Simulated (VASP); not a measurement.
# MnSb (F-43m) in VASP: notebook

The runs below take MnSb through single point, with r2SCAN.

Everything below comes from runs of VASP 6.6.1. Logs are shortened: lines on timing, memory, paths and dates and some standing lists are left out, and cuts for length are marked.

**1. The cell of the first run**

The structure is cubic, space group F-43m (No. 216). The conventional cell has a = 6.201 Å, b = 6.201 Å, c = 6.201 Å, α = 90.00°, β = 90.00°, γ = 90.00°. Mn (site symmetry -43m) has 4 Sb at 2.68 Å within 3.5 Å. Within 3.5 Å of Sb (site symmetry -43m) lie 4 Mn at 2.68 Å.

**2. Single point, r2SCAN, collinear spin, ferromagnetic start**

Input file POSCAR:

```
MnSb
1.0
    0.0000000000      3.1002856324      3.1002856324
    3.1002856324      0.0000000000      3.1002856324
    3.1002856324      3.1002856324      0.0000000000
Mn Sb
1 1
Direct
    0.0000000000      0.0000000000      0.0000000000
    0.2500000000      0.2500000000      0.2500000000
```

Input file INCAR.step1:

```
PREC = Accurate ; ENCUT = 520
ISMEAR = -4 ; SIGMA = 0.1
LREAL = F ; LASPH = T
NELM = 150 ; ISPIN = 2
MAGMOM = 3.5 0 ; LMAXMIX = 4
NBANDS = 20 ; GGA = PE
ALGO = Normal ; EDIFF = 1E-4
LWAVE = T ; LCHARG = F
```

Input file INCAR.step2:

```
PREC = Accurate ; ENCUT = 520
EDIFF = 1E-7 ; ISMEAR = -4
SIGMA = 0.1 ; LREAL = F
LASPH = T ; NELM = 150
ALGO = Normal ; ISIF = 2
LWAVE = F ; LCHARG = F
ISPIN = 2 ; MAGMOM = 3.5 0
LORBIT = 11 ; LMAXMIX = 4
METAGGA = R2SCAN ; LMIXTAU = T
NBANDS = 20 ; ISTART = 1
```

Input file KPOINTS:

```
Automatic mesh
0
Gamma
  10 10 10
```

Potentials or basis: VASP PAW PBE potentials, release 64 (Mn_pv, Sb).

On the command line:

```console
> cat potpaw_PBE.64/Mn_pv/POTCAR potpaw_PBE.64/Sb/POTCAR > POTCAR
> cp INCAR.step1 INCAR
> mpirun -np 1 vasp_std > vasp.out
> cp INCAR.step2 INCAR
> mpirun -np 1 vasp_std > vasp.out
```

OUTCAR:

```text
PREC = Accurate
   ENCUT = 520
   EDIFF = 1E-7
   ISMEAR = -4
   LREAL = F
   LASPH = T
   NELM = 150
   ISIF = 2
   ISPIN = 2
   LORBIT = 11
   METAGGA = R2SCAN
   ISTART = 1

 ion  position               nearest neighbor table
   1  0.000  0.000  0.000-   2 2.68   2 2.68   2 2.68   2 2.68
   2  0.250  0.250  0.250-   1 2.68   1 2.68   1 2.68   1 2.68

  LATTYP: Found a face centered cubic cell.
 ALAT       =     6.2005712648

  Lattice vectors:

 A1 = (   0.0000000000,   3.1002856324,   3.1002856324)
 A2 = (   3.1002856324,   0.0000000000,   3.1002856324)
 A3 = (   3.1002856324,   3.1002856324,   0.0000000000)

Analysis of symmetry for initial positions (statically):
=====================================================================
 Subroutine PRICEL returns:
 Original cell was already a primitive cell.

 Routine SETGRP: Setting up the symmetry group for a
 face centered cubic supercell.

 Subroutine GETGRP returns: Found 24 space group operations
 (whereof 24 operations were pure point group operations)
 out of a pool of 48 trial point group operations.

The static configuration has the point symmetry T_d .

Analysis of symmetry for dynamics (positions and initial velocities):
=====================================================================
 Subroutine PRICEL returns:
 Original cell was already a primitive cell.

 Routine SETGRP: Setting up the symmetry group for a
 face centered cubic supercell.

 Subroutine GETGRP returns: Found 24 space group operations
 (whereof 24 operations were pure point group operations)
 out of a pool of 48 trial point group operations.

The dynamic configuration has the point symmetry T_d .

Analysis of structural, dynamic, and magnetic symmetry:
=====================================================================
 Subroutine PRICEL returns:
 Original cell was already a primitive cell.

 Routine SETGRP: Setting up the symmetry group for a
 face centered cubic supercell.

 Subroutine GETGRP returns: Found 24 space group operations
 (whereof 24 operations were pure point group operations)
 out of a pool of 48 trial point group operations.

The overall configuration has the point symmetry T_d .

 Subroutine INISYM returns: Found 24 space group operations
 (whereof 24 operations are pure point group operations),
 and found     1 'primitive' translations

----------------------------------------------------------------------------------------

                                     Primitive cell

  volume of cell :      59.5985

  direct lattice vectors                    reciprocal lattice vectors
     0.000000000  3.100285632  3.100285632    -0.161275463  0.161275463  0.161275463
     3.100285632  0.000000000  3.100285632     0.161275463 -0.161275463  0.161275463
     3.100285632  3.100285632  0.000000000     0.161275463  0.161275463 -0.161275463

  length of vectors
     4.384465989  4.384465989  4.384465989     0.279337295  0.279337295  0.279337295

  position of ions in fractional coordinates (direct lattice)
     0.000000000  0.000000000  0.000000000
     0.250000000  0.250000000  0.250000000

  ion indices of the primitive-cell ions
   primitive index   ion index
                 1           1
                 2           2

----------------------------------------------------------------------------------------

 KPOINTS: Automatic mesh

Automatic generation of k-mesh.
 Grid dimensions read from file:
 generate k-points for:   10   10   10

 Generating k-lattice:

  Cartesian coordinates                     Fractional coordinates (reciprocal lattice)
    -0.016127546  0.016127546  0.016127546     0.100000000  0.000000000  0.000000000
     0.016127546 -0.016127546  0.016127546     0.000000000  0.100000000  0.000000000
     0.016127546  0.016127546 -0.016127546     0.000000000  0.000000000  0.100000000

  Length of vectors
     0.027933730  0.027933730  0.027933730

  Shift w.r.t. Gamma in fractional coordinates (k-lattice)
     0.000000000  0.000000000  0.000000000

 TETIRR: Found    148 inequivalent tetrahedra from     6000

 Subroutine IBZKPT returns following result:
 ===========================================

 Found     47 irreducible k-points:

 Following reciprocal coordinates:
            Coordinates               Weight
  0.000000  0.000000  0.000000      1.000000
  0.100000  0.000000  0.000000      8.000000
  0.200000  0.000000  0.000000      8.000000
  0.300000  0.000000  0.000000      8.000000
  0.400000  0.000000  0.000000      8.000000
  0.500000  0.000000  0.000000      4.000000
[... 16 lines left out ...]
  0.300000  0.300000  0.000000      6.000000
  0.400000  0.300000  0.000000     24.000000
 [... further k-points ...]
   k-points           NKPTS =     47   k-points in BZ     NKDIM =     47   number of bands    NBANDS=     20
   number of dos      NEDOS =    301   number of ions     NIONS =      2
   total plane-waves  NPLWV =  46656
   dimension x,y,z NGX =    36 NGY =   36 NGZ =   36
   dimension x,y,z NGXF=    72 NGYF=   72 NGZF=   72
   ions per type =               1   1
   NGX,Y,Z   is equivalent  to a cutoff of  13.65, 13.65, 13.65 a.u.
   NGXF,Y,Z  is equivalent  to a cutoff of  27.30, 27.30, 27.30 a.u.
 SYSTEM =  unknown system
   PREC   = accura    normal or accurate (medium, high low for compatibility)
   ISTART =      1    job   : 0-new  1-cont  2-samecut
   ICHARG =      0    charge: 1-file 2-atom 10-const
   ISPIN  =      2    spin polarized calculation?
   LNONCOLLINEAR =      F non collinear calculations
   LSORBIT =      F    spin-orbit coupling
   LASPH  =      T    aspherical Exc in radial PAW
   ENCUT  =  520.0 eV  38.22 Ry    6.18 a.u.   8.15  8.15  8.15*2*pi/ulx,y,z
   NELM   =    150;   NELMIN=  2; NELMDL=  0     # of ELM steps
   EDIFF  = 0.1E-06   stopping-criterion for ELM
   LREAL  =      F    real-space projection
   EDIFFG = 0.1E-05   stopping-criterion for IOM
   NSW    =      0    number of steps for IOM
   IBRION =     -1    ionic relax: 0-MD 1-quasi-New 2-CG
   NFREE  =      0    steps in history (QN), initial steepest desc. (CG)
   ISIF   =      2    stress and relaxation
   ISYM   =      2    0-nonsym 1-usesym 2-fastsym
   POTIM  = 0.5000    time-step for ionic-motion
   TEBEG  =    0.0;   TEEND  =   0.0 temperature during run
   PSTRESS=    0.0 pullay stress
   NELECT =      18.0000    total number of electrons
   NUPDOWN=      -1.0000    fix difference up-down
   EMIN   =  10.00;   EMAX   =-10.00  energy-range for DOS
   EFERMI =   0.00;   METHOD = LEGACY
   ISMEAR =    -4;   SIGMA  =   0.10  broadening in eV -4-tet -1-fermi 0-gaus
   EFERMI_NEDOS =   21; number of points for ismear=-14 and -15
   IALGO  =     38    algorithm
   IMIX   =      4    mixing-type and parameters
     AMIX     =   0.40;   BMIX     =  1.00
     AMIX_MAG =   1.60;   BMIX_MAG =  1.00
  volume/ion in A,a.u.               =      29.80       201.10
  Fermi-wavevector in a.u.,A,eV,Ry     =   1.098383  2.075644 16.414696  1.206446
  Thomas-Fermi vector in A             =   2.234760
   LORBIT       =     11    0 simple, 1 ext, 2 COOP (PROOUT), +10 PAW based schemes
   METAGGA = R2SCAN    functional components
   LHFCALC =     F    Hartree Fock is set to
   AEXX    =    0.0000 exact exchange contribution
   IVDW    =     0    specifies the selected vdW correction
   LEPSILON=     F    determine dielectric tensor
   LRPA    =     F    only Hartree local field effects (RPA)
 spin polarized calculation
 Fermi weights with tetrahedron method witout Bloechl corrections
  energy-cutoff  :      520.00
  volume of cell :       59.60
 maximum number of plane-waves:      1639
 NGX is ok and might be reduce to    36
   NGX = 17   NGY = 17   NGZ = 17

 number of electron      18.0000012 magnetization       4.0000004

 Free energy of the ion-electron system (eV)
  ---------------------------------------------------
  ext. energy  EPLUGINS =         0.00000000
  ---------------------------------------------------
  free energy    TOTEN  =       -40.30815815 eV

  energy without entropy =      -40.30815815  energy(sigma->0) =      -40.30815815

 E-fermi :   4.0349     XC(G=0):  -9.4104

 val. band max:        4.1901935468   @ k =   0.2000   0.2000   0.0000
 cond. band min:       4.0770963269   @ k =   0.3000   0.3000   0.0000
 fundamental gap:     -0.1130972200
 Fermi energy:         4.0348906288

 spin component 1

 k-point     1 :       0.0000    0.0000    0.0000
  band No.  band energies     occupation
      1     -48.8576      1.00000
      2     -48.8576      1.00000
      3     -48.8575      1.00000
      4      -6.0505      1.00000
      5       0.0292      1.00000
      6       0.0292      1.00000
[... 12 lines left out ...]
     19      14.6639      0.00000
     20      14.8512      0.00000

 k-point     2 :       0.1000    0.0000    0.0000
  band No.  band energies     occupation
      1     -48.8577      1.00000
      2     -48.8576      1.00000
      3     -48.8575      1.00000
      4      -5.9662      1.00000
      5       0.0043      1.00000
      6       0.0455      1.00000
[... 12 lines left out ...]
     19      13.7690      0.00000
     20      14.5987      0.00000

 k-point     3 :       0.2000    0.0000    0.0000
  band No.  band energies     occupation
      1     -48.8580      1.00000
      2     -48.8577      1.00000
      3     -48.8576      1.00000
      4      -5.7285      1.00000
      5      -0.0541      1.00000
      6       0.0833      1.00000
[... 12 lines left out ...]
     19      13.3801      0.00000
     20      15.6718      0.00000

 k-point     4 :       0.3000    0.0000    0.0000
  band No.  band energies     occupation
      1     -48.8583      1.00000
      2     -48.8578      1.00000
      3     -48.8576      1.00000
      4      -5.3914      1.00000
      5      -0.1028      1.00000
      6       0.1166      1.00000
[... 429 lines left out ...]
 k-point    23 :       0.3000    0.3000    0.0000
  band No.  band energies     occupation
      1     -48.8583      1.00000
      2     -48.8579      1.00000
      3     -48.8578      1.00000
      4      -5.1617      1.00000
      5      -0.3114      1.00000
      6       0.2826      1.00000
[... 12 lines left out ...]
     19      17.4604      0.00000
     20      17.5585      0.00000

 k-point    24 :       0.4000    0.3000    0.0000
  band No.  band energies     occupation
      1     -48.8585      1.00000
      2     -48.8580      1.00000
      3     -48.8579      1.00000
      4      -4.9022      1.00000
      5      -0.3577      1.00000
      6       0.3329      1.00000
[... 12 lines left out ...]
     19      17.2289      0.00000
     20      18.3267      0.00000

 [... further k-points ...]

 spin component 2

 k-point     1 :       0.0000    0.0000    0.0000
  band No.  band energies     occupation
      1     -43.1716      1.00000
      2     -43.1716      1.00000
      3     -43.1714      1.00000
      4      -6.3380      1.00000
      5       2.7775      1.00000
      6       2.7775      1.00000
[... 12 lines left out ...]
     19      15.3264      0.00000
     20      15.4958      0.00000

 k-point     2 :       0.1000    0.0000    0.0000
  band No.  band energies     occupation
      1     -43.1718      1.00000
      2     -43.1716      1.00000
      3     -43.1714      1.00000
      4      -6.2597      1.00000
      5       2.5251      1.00000
      6       2.7846      1.00000
[... 12 lines left out ...]
     19      14.4791      0.00000
     20      15.4573      0.00000

 k-point     3 :       0.2000    0.0000    0.0000
  band No.  band energies     occupation
      1     -43.1723      1.00000
      2     -43.1717      1.00000
      3     -43.1715      1.00000
      4      -6.0401      1.00000
      5       1.8832      1.00000
      6       2.8007      1.00000
[... 12 lines left out ...]
     19      14.1889      0.00000
     20      16.7484      0.00000

 k-point     4 :       0.3000    0.0000    0.0000
  band No.  band energies     occupation
      1     -43.1729      1.00000
      2     -43.1718      1.00000
      3     -43.1716      1.00000
      4      -5.7310      1.00000
      5       1.1031      1.00000
      6       2.8144      1.00000
[... 429 lines left out ...]
 k-point    23 :       0.3000    0.3000    0.0000
  band No.  band energies     occupation
      1     -43.1728      1.00000
      2     -43.1721      1.00000
      3     -43.1720      1.00000
      4      -5.5221      1.00000
      5       1.1743      1.00000
      6       2.6210      1.00000
[... 12 lines left out ...]
     19      18.2592      0.00000
     20      18.2592      0.00000

 k-point    24 :       0.4000    0.3000    0.0000
  band No.  band energies     occupation
      1     -43.1732      1.00000
      2     -43.1722      1.00000
      3     -43.1720      1.00000
      4      -5.2876      1.00000
      5       0.8454      1.00000
      6       2.4501      1.00000
[... 12 lines left out ...]
     19      17.9236      0.00000
     20      19.1261      0.00000

 [... further k-points ...]
[... 5 lines left out ...]
  --------------------------------------------------------------------------------------
  -------------------------------------------------------------------------------------
  Total        0.0930021      0.0930021      0.0930021      0.0000000      0.0000000     -0.0000000
  in kB        2.5001627      2.5001627      2.5001627      0.0000000      0.0000000     -0.0000000
  external PRESSURE =       2.5001627 kB  Pullay stress =       0.0000000 kB

 VOLUME and BASIS-vectors are now :
 -----------------------------------------------------------------------------
  energy-cutoff  :      520.00
  volume of cell :       59.60
      direct lattice vectors                 reciprocal lattice vectors
     0.000000000  3.100285632  3.100285632    -0.161275463  0.161275463  0.161275463
     3.100285632  0.000000000  3.100285632     0.161275463 -0.161275463  0.161275463
     3.100285632  3.100285632  0.000000000     0.161275463  0.161275463 -0.161275463

 POSITION                                       TOTAL-FORCE (eV/Angst)
 -----------------------------------------------------------------------------------
      0.00000      0.00000      0.00000        -0.000000      0.000000      0.000000
      1.55014      1.55014      1.55014         0.000000     -0.000000     -0.000000
 -----------------------------------------------------------------------------------
    total drift:                                0.000016      0.000016      0.000016

  FREE ENERGIE OF THE ION-ELECTRON SYSTEM (eV)
  ---------------------------------------------------
  free  energy   TOTEN  =       -40.3081581537 eV

  energy  without entropy=      -40.3081581537  energy(sigma->0) =      -40.30815815

 total charge

# of ion       s       p       d       tot
------------------------------------------
    1        0.339   6.196   4.875  11.410
    2        1.123   1.370   0.021   2.513
--------------------------------------------------
tot          1.461   7.566   4.896  13.923

 magnetization (x)

# of ion       s       p       d       tot
------------------------------------------
    1        0.068   0.034   4.023   4.124
    2       -0.006  -0.282   0.011  -0.277
--------------------------------------------------
tot          0.062  -0.249   4.034   3.847
```

It took 3.5 min on 1 thread of Intel Xeon 6975P-C (Granite Rapids), shared host; peak memory 0.31 GiB.

What came out:

```
Free energy                                           : -40.3082 eV
Pressure                                              : 0.3 GPa
Band gap on the k mesh                                : zero (filled and empty bands overlap)
Net moment                                            : 4.00 μB per cell
Site moments                                          : Mn +4.12; Sb -0.28 μB
Valence electrons inside the program's atomic spheres : Mn 11.41; Sb 2.51
```

Caveat: the PAW data sets were made with another functional, which shifts forces and pressure a little; spin-orbit coupling is left out, which moves the levels of the heavy elements; a cell with one magnetic atom can't hold antiferromagnetic order, which such compounds often take; tetrahedron occupations give inexact forces and stress in metals.

(Part 1 of 2 ends here.)

The gap in the log of VASP goes by the Fermi energy; the results here count the filled bands.